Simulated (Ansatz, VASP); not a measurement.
One calculation of ScNb, two programs

Contents of INCAR:

```
SYSTEM = ScNb
PREC = Accurate
ENCUT = 520
EDIFF = 1E-6
ISMEAR = 0
SIGMA = 0.15
LREAL = .FALSE.
LASPH = .TRUE.
NELM = 60
ALGO = Fast
ISIF = 2
LWAVE = .FALSE.
LCHARG = .TRUE.
LELF = .TRUE.
LVHAR = .TRUE.
NBANDS = 19
```

Contents of KPOINTS:

```
Automatic mesh
0
G
  18 18 10
  0 0 0
```

The input POSCAR:

```
ScNb
1.0
    3.0656443612      0.0000000000      0.0000000000
   -1.5328221806      2.6549258957      0.0000000000
    0.0000000000      0.0000000000      4.6917794500
Sc Nb
1 1
Direct
    0.0000000000      0.0000000000      0.0000000000
    0.3333333333      0.6666666667      0.5000000000
```

Input for Ansatz:

```yaml
crystal:
  lattice:
    - [3.0656443612, 0.0, 0.0]
    - [-1.5328221806, 2.6549258957, 0.0]
    - [0.0, 0.0, 4.69177945]
  atoms:
    - { symbol: Sc, position: [0.0, 0.0, 0.0] }
    - { symbol: Nb, position: [0.3333333333, 0.6666666667, 0.5] }
basis:
  ecutwfc: 420
kpoints:
  mp_grid: { grid: [18, 18, 10] }
hamiltonian:
  xc: lda
scf:
  occupations: { method: gaussian, width: 0.15 }
output:
  forces: true
  stress: true
  eigenvalues: true
```

Change from the starting cell: strain -0.0750 x Voigt [0, 0, 1, 0, 0, 0], atoms carried along.

Alike in both runs: task single point; functional LDA; k mesh 18 × 18 × 10; occupations gaussian, width 0.15 eV; no spin polarisation.

```csv
,VASP,Ansatz
version,VASP 6.6.1,Ansatz 0.2.0
potentials or method,"VASP PAW LDA potentials, release 64 (Sc_sv, Nb_sv), cutoff 520 eV","scalar-relativistic, plane waves, PAW"
valence electrons in the cell,24,24
```

VASP gave:

```
gap on the k mesh at the Fermi level (eV)                     : none
pressure (GPa)                                                : 1.0
traceless stress, the component that is largest in VASP (GPa) : 6.33
```

**Question.** Estimate Ansatz's values.

**Answer.** gap on the k mesh at the Fermi level (eV): none; pressure (GPa): 0.9; traceless stress, the component that is largest in VASP (GPa): 6.25.

LDA's correlation is that of Perdew and Zunger in VASP and of Perdew and Wang (1992) in Ansatz. A gap of «none» marks a metal or a gap that the smearing closes.
